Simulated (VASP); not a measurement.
Runs of VASP 6.6.1 on AlNi. The structure is that of space group P4/mmm (No. 123), or close to it. The cells are those of the table. 

| level | potentials or basis | spin | cell | gap on the mesh (eV) | pressure (GPa) | moment (μB) |
| --- | --- | --- | --- | --- | --- | --- |
| PBEsol | VASP PAW PBE potentials, release 64 (Ni, Al) | off | a = 2.752, b = 2.752, c = 3.099 Å, angles 90.0, 90.0, 90.4°, 2 atoms | none | 0.7 | - |
| PBEsol | VASP PAW PBE potentials, release 64 (Ni, Al) | collinear, ferromagnetic start | a = 2.752, b = 2.752, c = 3.099 Å, angles 90.0, 90.0, 90.4°, 2 atoms | none | (b) | 0.00 |
| PBE | VASP PAW PBE potentials, release 64 (Ni, Al) | collinear, ferromagnetic start | a = 2.734, b = 2.734, c = 3.079 Å, angles 90.0, 90.0, 90.4°, 2 atoms | none | 10.0 | 0.00 |
| PBEsol+D3(BJ) | VASP PAW PBE potentials, release 64 (Ni, Al) | collinear, ferromagnetic start | a = 2.752, b = 2.752, c = 3.099 Å, angles 90.0, 90.0, 90.4°, 2 atoms | none | -5.1 | 0.00 |
| PBE | VASP PAW PBE potentials, release 64 (Ni, Al) | collinear, ferromagnetic start | a = 2.770, b = 2.770, c = 3.120 Å, angles 90.0, 90.0, 90.4°, 2 atoms | none | (a) | 0.00 |
| LDA | VASP PAW LDA potentials, release 64 (Ni, Al) | collinear, ferromagnetic start | a = 2.752, b = 2.752, c = 3.099 Å, angles 90.0, 90.0, 90.4°, 2 atoms | none | -4.5 | 0.00 |
| PBE | VASP PAW PBE potentials, release 64 (Ni, Al) | collinear, ferromagnetic start | a = 2.715, b = 2.715, c = 3.058 Å, angles 90.0, 90.0, 90.4°, 2 atoms | none | 14.3 | 0.00 |
| PBE | VASP PAW PBE potentials, release 64 (Ni, Al) | collinear, ferromagnetic start | a = 2.696, b = 2.696, c = 3.036 Å, angles 90.0, 90.0, 90.4°, 2 atoms | none | 18.9 | 0.00 |
| PBE | VASP PAW PBE potentials, release 64 (Ni, Al) | collinear, ferromagnetic start | a = 2.752, b = 2.752, c = 3.099 Å, angles 90.0, 90.0, 90.4°, 2 atoms | none | 6.2 | 0.00 |

Alike in all rows: task single point; k mesh 10 × 10 × 9; cutoff (eV) 520; smearing fermi-dirac 0.05 eV.

Problem. Fill in the values left out.

Solution. (a) 2.6; (b) 1.0.

Caveats: the PAW data sets were made with another functional, which shifts forces and pressure a little (some runs); three body term missing (some runs); pairwise dispersion overbinds metals, which lowers pressure and volume (some runs).

A gap of «none» marks levels without a gap at the run's occupations.
